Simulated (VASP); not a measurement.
BaTiO3, 5 atoms in the cell. Symmetry: R3m, No. 160, trigonal system. Conventional cell: a = 5.556 Å, b = 5.556 Å, c = 7.044 Å, α = 90.00°, β = 90.00°, γ = 120.00°. Within 3.7 Å of Ba (site symmetry 3m) lie 12 O at 2.78 to 2.91 Å and 8 Ti at 3.39 to 3.60 Å. Ti (site symmetry 3m) has 6 O at 1.88 to 2.10 Å within 2.5 Å. O (site symmetry m) has 2 Ti at 1.88 to 2.10 Å within 2.5 Å.  This cell differs from its parent crystal: epitaxial xy strain -2.2%.

```yaml
Program: VASP 6.6.1
Task: single point
Functional: r2SCAN
Potentials_or_basis: VASP PAW PBE potentials, release 64 (Ba_sv, Ti_sv, O)
Cutoff: 520 eV
k_mesh: 6 × 6 × 6
Occupations: gaussian, width 0.01 eV
Spin: no spin polarisation
Dipole_correction: no
Further_INCAR_settings: ALGO = Normal; EDIFF = 1e-07; NBANDS = 28
```

Potentials or basis: VASP PAW PBE potentials, release 64 (Ba_sv, Ti_sv, O).

Run with:

```console
$ cat potpaw_PBE.64/Ba_sv/POTCAR potpaw_PBE.64/Ti_sv/POTCAR potpaw_PBE.64/O/POTCAR > POTCAR
$ cp INCAR.step1 INCAR
$ mpirun -np 1 vasp_std > vasp.out
$ cp INCAR.step2 INCAR
$ mpirun -np 1 vasp_std > vasp.out
```

Hardware: 1 thread of Intel Xeon 8259CL (shared host).

**Question.** How long does it take, and how much memory?

**Answer.** Run time: 5.5 min on 1 thread of Intel Xeon 8259CL, on a shared host, peak memory 0.21 GiB. Counts: k points 32.
